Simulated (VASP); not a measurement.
# Li4SiN (P-6m2) in VASP: notebook

The runs below take Li4SiN through single point, relaxation of cell and atoms, with PBE.

Everything below comes from runs of VASP 6.6.1. Logs are shortened: lines on timing, memory, paths and dates and some standing lists are left out, and cuts for length are marked.

## Step 1: The cell of the first run

The structure is hexagonal, space group P-6m2 (No. 187). Conventional cell: a = 4.196 Å, b = 4.196 Å, c = 4.985 Å, α = 90.00°, β = 90.00°, γ = 120.00°. Within 2.8 Å of Li (site symmetry mm2) lie 6 Li at 2.00 to 2.80 Å and 2 N at 2.10 Å and 2 Si at 2.75 Å. Li (site symmetry -6m2) has 3 Si at 2.42 Å and 6 Li at 2.80 Å within 3.2 Å. Within 3.2 Å of Si (site symmetry -6m2) lie 9 Li at 2.42 to 2.75 Å. N (site symmetry -6m2) has 6 Li at 2.10 Å within 2.8 Å.

The cell was generated, and may not be a known phase.

## Step 2: Single point, PBE

Input file INCAR:

```
SYSTEM = Li4SiN
PREC = Accurate ; ENCUT = 520
EDIFF = 1E-7 ; ISMEAR = 0
SIGMA = 0.1 ; LREAL = .FALSE.
LASPH = .TRUE. ; NELM = 100
ALGO = Normal ; ISIF = 2
LWAVE = .FALSE. ; LCHARG = .FALSE.
GGA = PE ; NBANDS = 20
```

Input file KPOINTS:

```
regular mesh
0
G
  6 6 4
  0 0 0
```

Input file POSCAR:

```
Li4SiN
1.0
    4.1958565300      0.0000000000      0.0000000000
   -2.0979282700      3.6337183500      0.0000000000
    0.0000000000      0.0000000000      4.9854133100
Li Si N
4 1 1
Direct
    0.1743706600      0.8256293400      0.0000000000
    0.1743706600      0.3487413200      0.0000000000
    0.6512586800      0.8256293400      0.0000000000
    0.0000000000      0.0000000000      0.5000000000
    0.3333333300      0.6666666700      0.5000000000
    0.6666666700      0.3333333300      0.0000000000
```

Potentials or basis: VASP PAW PBE potentials, release 64 (Li_sv, Si, N).

Launch:

```console
> cat potpaw_PBE.64/Li_sv/POTCAR potpaw_PBE.64/Si/POTCAR potpaw_PBE.64/N/POTCAR > POTCAR
> mpirun -np 1 vasp_std > vasp.out
```

OUTCAR:

```text
SYSTEM = Li4SiN
   PREC = Accurate
   ENCUT = 520
   EDIFF = 1E-7
   ISMEAR = 0
   LREAL = .FALSE.
   LASPH = .TRUE.
   NELM = 100
   ISIF = 2
   GGA = PE

 ion  position               nearest neighbor table
   1  0.174  0.826  0.000-   3 2.00   2 2.00   6 2.10   6 2.10   3 2.19   2 2.19   5 2.75   5 2.75

   2  0.174  0.349  0.000-   3 2.00   1 2.00   6 2.10   6 2.10   3 2.19   1 2.19   5 2.75   5 2.75

   3  0.651  0.826  0.000-   1 2.00   2 2.00   6 2.10   6 2.10   1 2.19   2 2.19   5 2.75   5 2.75

   4  0.000  0.000  0.500-   5 2.42   5 2.42   5 2.42
   5  0.333  0.667  0.500-   4 2.42   4 2.42   4 2.42   1 2.75   1 2.75   3 2.75   3 2.75   2 2.75
                             2 2.75
   6  0.667  0.333  0.000-   2 2.10   3 2.10   1 2.10   1 2.10   2 2.10   3 2.10

  LATTYP: Found a hexagonal cell.
 ALAT       =     4.1958565300
 C/A-ratio  =     1.1881753521

  Lattice vectors:

 A1 = (   4.1958565300,   0.0000000000,   0.0000000000)
 A2 = (  -2.0979282700,   3.6337183500,   0.0000000000)
 A3 = (   0.0000000000,   0.0000000000,   4.9854133100)

Analysis of symmetry for initial positions (statically):
=====================================================================
 Subroutine PRICEL returns:
 Original cell was already a primitive cell.

 Routine SETGRP: Setting up the symmetry group for a
 hexagonal supercell.

 Subroutine GETGRP returns: Found 12 space group operations
 (whereof 12 operations were pure point group operations)
 out of a pool of 24 trial point group operations.

The static configuration has the point symmetry D_3h.

Analysis of symmetry for dynamics (positions and initial velocities):
=====================================================================
 Subroutine PRICEL returns:
 Original cell was already a primitive cell.

 Routine SETGRP: Setting up the symmetry group for a
 hexagonal supercell.

 Subroutine GETGRP returns: Found 12 space group operations
 (whereof 12 operations were pure point group operations)
 out of a pool of 24 trial point group operations.

The dynamic configuration has the point symmetry D_3h.

 Subroutine INISYM returns: Found 12 space group operations
 (whereof 12 operations are pure point group operations),
 and found     1 'primitive' translations

----------------------------------------------------------------------------------------

                                     Primitive cell

  volume of cell :      76.0104

  direct lattice vectors                    reciprocal lattice vectors
     4.195856530  0.000000000  0.000000000     0.238330361  0.137600098  0.000000000
    -2.097928270  3.633718350  0.000000000     0.000000000  0.275200195  0.000000000
     0.000000000  0.000000000  4.985413310     0.000000000  0.000000000  0.200585175

  length of vectors
     4.195856530  4.195856536  4.985413310     0.275200196  0.275200195  0.200585175

  position of ions in fractional coordinates (direct lattice)
     0.174370660  0.825629340  0.000000000
     0.174370660  0.348741320  0.000000000
     0.651258680  0.825629340  0.000000000
     0.000000000  0.000000000  0.500000000
     0.333333330  0.666666670  0.500000000
     0.666666670  0.333333330  0.000000000

  ion indices of the primitive-cell ions
   primitive index   ion index
                 1           1
                 2           2
                 3           3
                 4           4
                 5           5
                 6           6

----------------------------------------------------------------------------------------

 KPOINTS: regular mesh

Automatic generation of k-mesh.
 Grid dimensions read from file:
 generate k-points for:    6    6    4

 Generating k-lattice:

  Cartesian coordinates                     Fractional coordinates (reciprocal lattice)
     0.039721727  0.022933350  0.000000000     0.166666667  0.000000000  0.000000000
     0.000000000  0.045866699  0.000000000     0.000000000  0.166666667  0.000000000
     0.000000000  0.000000000  0.050146294     0.000000000  0.000000000  0.250000000

  Length of vectors
     0.045866699  0.045866699  0.050146294

  Shift w.r.t. Gamma in fractional coordinates (k-lattice)
     0.000000000  0.000000000  0.000000000

 Subroutine IBZKPT returns following result:
 ===========================================

 Found     21 irreducible k-points:

 Following reciprocal coordinates:
            Coordinates               Weight
  0.000000  0.000000  0.000000      1.000000
  0.166667  0.000000  0.000000      6.000000
  0.333333  0.000000  0.000000      6.000000
  0.500000  0.000000  0.000000      3.000000
  0.166667  0.166667  0.000000      6.000000
  0.333333  0.166667  0.000000     12.000000
[... 13 lines left out ...]
  0.333333  0.166667  0.500000     12.000000
  0.333333  0.333333  0.500000      2.000000
   k-points           NKPTS =     21   k-points in BZ     NKDIM =     21   number of bands    NBANDS=     20
   number of dos      NEDOS =    301   number of ions     NIONS =      6
   total plane-waves  NPLWV =  40960
   dimension x,y,z NGX =    32 NGY =   32 NGZ =   40
   dimension x,y,z NGXF=    64 NGYF=   64 NGZF=   80
   ions per type =               4   1   1
   NGX,Y,Z   is equivalent  to a cutoff of  12.68, 12.68, 13.34 a.u.
   NGXF,Y,Z  is equivalent  to a cutoff of  25.36, 25.36, 26.68 a.u.
 SYSTEM =  Li4SiN
   PREC   = accura    normal or accurate (medium, high low for compatibility)
   ISTART =      0    job   : 0-new  1-cont  2-samecut
   ICHARG =      2    charge: 1-file 2-atom 10-const
   ISPIN  =      1    spin polarized calculation?
   LNONCOLLINEAR =      F non collinear calculations
   LSORBIT =      F    spin-orbit coupling
   LASPH  =      T    aspherical Exc in radial PAW
   ENCUT  =  520.0 eV  38.22 Ry    6.18 a.u.   7.80  7.80  9.27*2*pi/ulx,y,z
   NELM   =    100;   NELMIN=  2; NELMDL= -5     # of ELM steps
   EDIFF  = 0.1E-06   stopping-criterion for ELM
   LREAL  =      F    real-space projection
   EDIFFG = 0.1E-05   stopping-criterion for IOM
   NSW    =      0    number of steps for IOM
   IBRION =     -1    ionic relax: 0-MD 1-quasi-New 2-CG
   NFREE  =      0    steps in history (QN), initial steepest desc. (CG)
   ISIF   =      2    stress and relaxation
   ISYM   =      2    0-nonsym 1-usesym 2-fastsym
   POTIM  = 0.5000    time-step for ionic-motion
   TEBEG  =    0.0;   TEEND  =   0.0 temperature during run
   PSTRESS=    0.0 pullay stress
   NELECT =      21.0000    total number of electrons
   NUPDOWN=      -1.0000    fix difference up-down
   EMIN   =  10.00;   EMAX   =-10.00  energy-range for DOS
   EFERMI =   0.00;   METHOD = LEGACY
   ISMEAR =     0;   SIGMA  =   0.10  broadening in eV -4-tet -1-fermi 0-gaus
   EFERMI_NEDOS =   21; number of points for ismear=-14 and -15
   IALGO  =     38    algorithm
   IMIX   =      4    mixing-type and parameters
     AMIX     =   0.40;   BMIX     =  1.00
     AMIX_MAG =   1.60;   BMIX_MAG =  1.00
  volume/ion in A,a.u.               =      12.67        85.49
  Fermi-wavevector in a.u.,A,eV,Ry     =   1.066245  2.014910 15.468163  1.136878
  Thomas-Fermi vector in A             =   2.201823
   LORBIT       =      0    0 simple, 1 ext, 2 COOP (PROOUT), +10 PAW based schemes
   GGA     = PE    functional components
   LHFCALC =     F    Hartree Fock is set to
   AEXX    =    0.0000 exact exchange contribution
   IVDW    =     0    specifies the selected vdW correction
   LEPSILON=     F    determine dielectric tensor
   LRPA    =     F    only Hartree local field effects (RPA)
 non-spin polarized calculation
 Gauss-broadening in eV      SIGMA  =   0.10
  energy-cutoff  :      520.00
  volume of cell :       76.01
 maximum number of plane-waves:      2065
 NGX is ok and might be reduce to    32
   NGX = 15   NGY = 15   NGZ = 19

 number of electron      21.0000010 magnetization

 Free energy of the ion-electron system (eV)
  ---------------------------------------------------
  ext. energy  EPLUGINS =         0.00000000
  ---------------------------------------------------
  free energy    TOTEN  =       -17.82611898 eV

  energy without entropy =      -17.80871536  energy(sigma->0) =      -17.81741717

 E-fermi :   3.1069     XC(G=0):  -9.0114

 val. band max:        3.1066600491   @ k =   0.3333   0.3333   0.0000
 cond. band min:       3.1119209542   @ k =   0.3333   0.0000   0.5000
 fundamental gap:      0.0052609051
 Fermi energy:         3.1068805525

 k-point     1 :       0.0000    0.0000    0.0000
  band No.  band energies     occupation
      1     -43.3605      2.00000
      2     -42.9882      2.00000
      3     -42.9882      2.00000
      4     -42.7481      2.00000
      5      -9.4480      2.00000
      6      -4.0260      2.00000
[... 12 lines left out ...]
     19      10.8406      0.00000
     20      10.8406      0.00000

 k-point     2 :       0.1667    0.0000    0.0000
  band No.  band energies     occupation
      1     -43.3415      2.00000
      2     -43.0076      2.00000
      3     -42.9884      2.00000
      4     -42.7479      2.00000
      5      -9.4616      2.00000
      6      -3.9700      2.00000
[... 12 lines left out ...]
     19      11.8227      0.00000
     20      12.1309      0.00000

 k-point     3 :       0.3333    0.0000    0.0000
  band No.  band energies     occupation
      1     -43.2945      2.00000
      2     -43.0556      2.00000
      3     -42.9890      2.00000
      4     -42.7477      2.00000
      5      -9.4900      2.00000
      6      -3.8266      2.00000
[... 12 lines left out ...]
     19      13.0089      0.00000
     20      13.1214      0.00000

 k-point     4 :       0.5000    0.0000    0.0000
  band No.  band energies     occupation
      1     -43.2618      2.00000
      2     -43.0888      2.00000
      3     -42.9893      2.00000
      4     -42.7475      2.00000
      5      -9.5045      2.00000
      6      -3.7349      2.00000
[... 360 lines left out ...]
 k-point    20 :       0.3333    0.1667    0.5000
  band No.  band energies     occupation
      1     -43.2619      2.00000
      2     -43.0879      2.00000
      3     -42.9894      2.00000
      4     -42.7481      2.00000
      5      -9.4813      2.00000
      6      -3.7010      2.00000
[... 12 lines left out ...]
     19      11.2244      0.00000
     20      13.0576      0.00000

 k-point    21 :       0.3333    0.3333    0.5000
  band No.  band energies     occupation
      1     -43.2399      2.00000
      2     -43.1098      2.00000
      3     -42.9899      2.00000
      4     -42.7481      2.00000
      5      -9.4925      2.00000
      6      -3.5524      2.00000
[... 12 lines left out ...]
     19      11.3928      0.00000
     20      11.6893      0.00000

------------------------ aborting loop because EDIFF is reached ----------------------------------------

  FORCE on cell =-STRESS in cart. coord.  units (eV):
  Direction    XX          YY          ZZ          XY          YZ          ZX
  --------------------------------------------------------------------------------------
  -------------------------------------------------------------------------------------
  Total        3.8855283      3.8855283     -0.4004260     -0.0000000      0.0000000      0.0000000
  in kB       81.9006975     81.9006977     -8.4403380     -0.0000001      0.0000000      0.0000000
  external PRESSURE =      51.7870191 kB  Pullay stress =       0.0000000 kB

 VOLUME and BASIS-vectors are now :
 -----------------------------------------------------------------------------
  energy-cutoff  :      520.00
  volume of cell :       76.01
      direct lattice vectors                 reciprocal lattice vectors
     4.195856530  0.000000000  0.000000000     0.238330361  0.137600098  0.000000000
    -2.097928270  3.633718350  0.000000000     0.000000000  0.275200195  0.000000000
     0.000000000  0.000000000  4.985413310     0.000000000  0.000000000  0.200585175

 POSITION                                       TOTAL-FORCE (eV/Angst)
 -----------------------------------------------------------------------------------
     -1.00048      3.00010      0.00000        -0.407449      0.235241      0.000000
     -0.00000      1.26723      0.00000         0.000000     -0.470481      0.000000
      1.00048      3.00010      0.00000         0.407449      0.235241      0.000000
      0.00000      0.00000      2.49271        -0.000000     -0.000000     -0.000000
     -0.00000      2.42248      2.49271        -0.000000     -0.000000     -0.000000
      2.09793      1.21124      0.00000        -0.000000     -0.000000     -0.000000
 -----------------------------------------------------------------------------------
    total drift:                               -0.000011      0.000007      0.000000

  FREE ENERGIE OF THE ION-ELECTRON SYSTEM (eV)
  ---------------------------------------------------
  free  energy   TOTEN  =       -17.8261189800 eV

  energy  without entropy=      -17.8087153619  energy(sigma->0) =      -17.81741717
```

Run time: 90 s. Hardware: 1 thread of AMD EPYC 7R13, shared host; peak memory 0.17 GiB.

What came out:

| Item | Value |
| --- | --- |
| Free energy | -17.8261 eV |
| Largest force | 0.470 eV/Å |
| Band gap on the k mesh | zero (an odd number of electrons rules out a gap without spin polarisation) |

Forces in eV/Å, atoms in the order of the input:
```
Li  -0.407  0.235  0.000
Li   0.000 -0.470  0.000
Li   0.407  0.235  0.000
Li   0.000  0.000  0.000
Si   0.000  0.000  0.000
N    0.000  0.000  0.000
```

Levels at points of the mesh, in eV from the Fermi level:
```
           k point  band 8  band 9  band 10  band 11  band 12  band 13
(0.00, 0.00, 0.00)   -2.49   -2.49     1.02     1.02     1.04     1.36
(0.50, 0.00, 0.00)   -2.46   -1.76    -0.94    -0.84     0.50     1.99
(0.00, 0.00, 0.50)   -2.43   -1.85    -0.75     0.88     0.88     1.39
(0.50, 0.00, 0.50)   -2.92   -2.21    -0.29    -0.20     0.21     2.00
```

Caveat: the cutoff is under 1.25 times the usual one of these potentials, so pressure, stress and relaxed cells hold a basis-set (Pulay) error.

## Step 3: Single point, PBE

This run uses another cell than the first one, of 13.97 Å³/atom.

Input file INCAR:

```
ALGO     = Normal         # electronic algorithm
EDIFF    = 1E-6           # SCF threshold, eV
ENCUT    = 520            # plane-wave cutoff, eV
GGA      = PE             # functional
ISIF     = 2              # what is computed and relaxed
ISMEAR   = 0              # smearing method
LASPH    = True           # aspherical terms in the spheres
LCHARG   = False          # write CHGCAR
LREAL    = False          # projectors in reciprocal space
LWAVE    = False          # write WAVECAR
NBANDS   = 20             # bands
NELM     = 100            # most SCF steps
PREC     = Accurate       # precision mode
SIGMA    = 0.1            # smearing width, eV
```

Input file KPOINTS:

```
k-points
0
Gamma
  6 6 4
```

Input file POSCAR:

```
Li4SiN
1.0
    4.4548031412      0.0000000031      0.0000000000
   -2.2274015732      3.8579726876      0.0000000000
    0.0000000000      0.0000000000      4.8771916545
Li Si N
4 1 1
Direct
    0.1722502558      0.8277497442      0.0000000000
    0.1722502558      0.3445005116      0.0000000000
    0.6554994884      0.8277497442      0.0000000000
    0.0000000000      0.0000000000      0.5000000000
    0.3333333333      0.6666666667      0.5000000000
    0.6666666667      0.3333333333      0.0000000000
```

Potentials or basis: VASP PAW PBE potentials, release 64 (Li_sv, Si, N).

Launch:

```console
> cat potpaw_PBE.64/Li_sv/POTCAR potpaw_PBE.64/Si/POTCAR potpaw_PBE.64/N/POTCAR > POTCAR
> mpirun -np 1 vasp_std > vasp.out
```

Wall time 88 s (1 thread of AMD EPYC 7R13, shared host); peak memory 0.18 GiB.

The run converged. Its results:

```
Free energy            : -18.0825 eV
Largest force          : 0.030 eV/Å
Band gap on the k mesh : zero (an odd number of electrons rules out a gap without spin polarisation)
```

Forces on the atoms (eV/Å):
```
Li  -0.026  0.015  0.000
Li   0.000 -0.030  0.000
Li   0.026  0.015  0.000
Li   0.000  0.000  0.000
Si   0.000  0.000  0.000
N    0.000  0.000  0.000
```

Levels at points of the mesh, in eV from the Fermi level:
| k point | band 8 | band 9 | band 10 | band 11 | band 12 | band 13 |
| --- | --- | --- | --- | --- | --- | --- |
| (0.00, 0.00, 0.00) | -2.10 | -2.10 | 0.80 | 0.80 | 0.94 | 1.06 |
| (0.50, 0.00, 0.00) | -2.19 | -1.37 | -0.67 | -0.56 | 0.59 | 1.90 |
| (0.00, 0.00, 0.50) | -2.00 | -1.77 | -0.56 | 0.64 | 0.64 | 1.15 |
| (0.50, 0.00, 0.50) | -2.59 | -1.86 | -0.39 | -0.22 | 0.27 | 1.84 |

Caveat: the cutoff is under 1.25 times the usual one of these potentials, so pressure, stress and relaxed cells hold a basis-set (Pulay) error.

## Step 4: Relaxation of cell and atoms, PBE

Input file INCAR:

```
PREC = Accurate
ENCUT = 600
EDIFF = 1E-7
ISMEAR = 0
SIGMA = 0.1
LREAL = F
LASPH = T
NELM = 80
ALGO = Normal
ISIF = 3
LWAVE = F
LCHARG = F
GGA = PE
IBRION = 2
NSW = 90
EDIFFG = -0.04
```

Input file KPOINTS:

```
Automatic mesh
0
Gamma
  6 6 4
```

Input file POSCAR:

```
Li4SiN
1.0
    4.1958565300      0.0000000000      0.0000000000
   -2.0979282700      3.6337183500      0.0000000000
    0.0000000000      0.0000000000      4.9854133100
Li Si N
4 1 1
Direct
    0.1743706600      0.8256293400      0.0000000000
    0.1743706600      0.3487413200      0.0000000000
    0.6512586800      0.8256293400      0.0000000000
    0.0000000000      0.0000000000      0.5000000000
    0.3333333300      0.6666666700      0.5000000000
    0.6666666700      0.3333333300      0.0000000000
```

Launch:

```console
> cat potpaw_PBE.64/Li_sv/POTCAR potpaw_PBE.64/Si/POTCAR potpaw_PBE.64/N/POTCAR > POTCAR
> mpirun -np 1 vasp_std > vasp.out
```

Wall time 5.1 min (1 thread of AMD EPYC 7R13, shared host); peak memory 0.2 GiB.

Results (log left out):

```yaml
Free_energy: -18.0764 eV
Relaxed_volume: 14.05 Å³/atom
Relaxed_cell: a = 4.466 Å, b = 4.466 Å, c = 4.879 Å, α = 90.00°, β = 90.00°, γ = 120.00°
Space_group_after_relaxing_to_0.1_Å: P-6m2 (No. 187)
Energy_gained_by_relaxing: 41.2 meV/atom
Ionic_steps: 7
Pressure_after_relaxing: -0.2 GPa
Largest_force_after_relaxing: 0.015 eV/Å
Band_gap_on_the_k_mesh: zero (an odd number of electrons rules out a gap without spin polarisation)
```

Forces in eV/Å, atoms in the order of the input:
```
Li  -0.013  0.007  0.000
Li   0.000 -0.015  0.000
Li   0.013  0.007  0.000
Li   0.000  0.000  0.000
Si   0.000  0.000  0.000
N    0.000  0.000  0.000
```

Stress tensor (GPa, compression positive):
```
-0.07  0.00  0.00
 0.00 -0.07  0.00
 0.00  0.00 -0.37
```

The path:
| step | energy change (eV) | largest force (eV/Å) | pressure (GPa) | volume (Å³) |
| --- | --- | --- | --- | --- |
| 1 | 0.0000 | 0.4708 | 5.10 | 76.01 |
| 2 | -0.1872 | 0.0114 | 1.92 | 80.50 |
| 3 | -0.2255 | 0.3752 | -0.39 | 84.86 |
| 4 | -0.2275 | 0.3139 | -0.04 | 84.12 |
| 5 | -0.2428 | 0.1091 | -0.23 | 84.49 |
| 6 | -0.2460 | 0.0293 | -0.34 | 84.74 |
| 7 | -0.2474 | 0.0148 | -0.17 | 84.28 |

Final structure:
```xyz
6
Lattice="4.4658 0.0000 0.0000 -2.2329 3.8675 0.0000 0.0000 0.0000 4.8795" Properties=species:S:1:pos:R:3 pbc="T T T"
Li   -1.0796    3.2017    0.0000
Li    0.0000    1.3317    4.8795
Li    1.0796    3.2017    0.0000
Li    0.0000    0.0000    2.4397
Si    0.0000    2.5784    2.4397
N     2.2329    1.2892    0.0000
```

Levels at points of the mesh, in eV from the Fermi level:
```csv
k point,band 6,band 7,band 8,band 9,band 10,band 11,band 12,band 13,band 14
"(0.00, 0.00, 0.00)",-6.89,-2.82,-2.08,-2.08,0.79,0.79,0.93,1.05,3.53
"(0.50, 0.00, 0.00)",-6.73,-2.49,-2.18,-1.35,-0.66,-0.55,0.59,1.89,2.81
"(0.00, 0.00, 0.50)",-7.26,-1.98,-1.98,-1.77,-0.56,0.64,0.64,1.14,4.92
"(0.50, 0.00, 0.50)",-6.63,-3.01,-2.57,-1.84,-0.39,-0.22,0.27,1.83,4.42
```

Caveat: the cutoff is under 1.25 times the usual one of these potentials, so pressure, stress and relaxed cells hold a basis-set (Pulay) error.

(Part 1 of 2 ends here.)

The gap in the log of VASP goes by the Fermi energy; the results here count the filled bands.